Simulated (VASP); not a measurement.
Here is a VASP 6.6.1 calculation.

Contents of INCAR:

```
ALGO = Normal
EDIFF = 1E-6
ENCUT = 520
GGA = PE
ISIF = 2
ISMEAR = -1
ISPIN = 2
LASPH = T
LCHARG = F
LMAXMIX = 6
LORBIT = 11
LREAL = F
LWAVE = F
MAGMOM = 1
NBANDS = 22
NELM = 150
PREC = Accurate
SIGMA = 0.05
```

File KPOINTS:

```
k-points
0
Gamma
  8 8 8
```

The input POSCAR:

```
Yb
1.0
    0.0000000000      2.7246893782      2.7246893782
    2.7246893782      0.0000000000      2.7246893782
    2.7246893782      2.7246893782      0.0000000000
Yb
1
Direct
    0.0000000000      0.0000000000      0.0000000000
```

Potentials or basis: VASP PAW PBE potentials, release 64 (Yb).

Run with:

```sh
$ cat potpaw_PBE.64/Yb/POTCAR > POTCAR
$ mpirun -np 1 vasp_std > vasp.out
```

(1) Estimate the pressure.

(2) Estimate the band gap on the k mesh.

## Answers

(1) 1.9 GPa.

(2) zero (filled and empty bands overlap).

Caveat: spin-orbit coupling is left out, which moves the levels of the heavy elements.
